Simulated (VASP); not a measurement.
In2BAs3:

```
CELL_PARAMETERS angstrom
5.48391 0.00000 0.00000
-2.74196 4.74921 0.00000
0.00000 0.00000 5.31143
ATOMIC_POSITIONS crystal
In 0.33333 0.66667 0.00000
In 0.66667 0.33333 0.00000
B 0.00000 0.00000 0.00000
As 0.50000 0.00000 0.50000
As 0.50000 0.50000 0.50000
As 0.00000 0.50000 0.50000
```

The cell was built from a structure type or drawn by symmetry, and may not be a known phase.

| Property | Result |
| --- | --- |
| Program | VASP 6.6.1 |
| Task | relaxation of cell and atoms |
| Functional | PBE |
| Potentials or basis | VASP PAW PBE potentials, release 64 (In_d, B, As) |
| Cutoff | 500 eV |
| k mesh | 12 × 12 × 8 |
| Occupations | gaussian, width 0.1 eV |
| Spin | no spin polarisation |

At the start: pressure -0.2 GPa; volume 23.06 Å³/atom.

How do energy, volume and symmetry change on relaxing?

Over 9 steps the energy falls by 18.7 meV/atom and the volume is 23.20 Å³/atom (+0.6 %); space group P6/mmm (No. 191, to 0.1 Å) before and after.

The path:
```tsv
step	energy change (eV)	largest force (eV/Å)	pressure (GPa)	volume (Å³)
1	0.0000	0.0000	-0.23	138.33
2	-0.0457	0.0000	-0.01	137.65
3	-0.0719	0.0000	0.38	136.79
4	-0.0915	0.0000	1.60	134.84
5	-0.0921	0.0000	1.09	135.59
6	-0.0939	0.0000	1.35	135.19
7	-0.1090	0.0000	-0.36	140.66
8	-0.1119	0.0000	0.10	139.03
9	-0.1122	0.0000	0.00	139.21
```

Final structure:
```xyz
6
Lattice="5.2810 0.0000 0.0000 -2.6405 4.5735 0.0000 0.0000 0.0000 5.7639" Properties=species:S:1:pos:R:3 pbc="T T T"
In    0.0000    3.0490    0.0000
In    2.6405    1.5245    0.0000
B     2.6405    4.5735    5.7639
As    0.0000    4.5735    2.8820
As    1.3202    2.2867    2.8820
As    3.9607    2.2867    2.8820
```
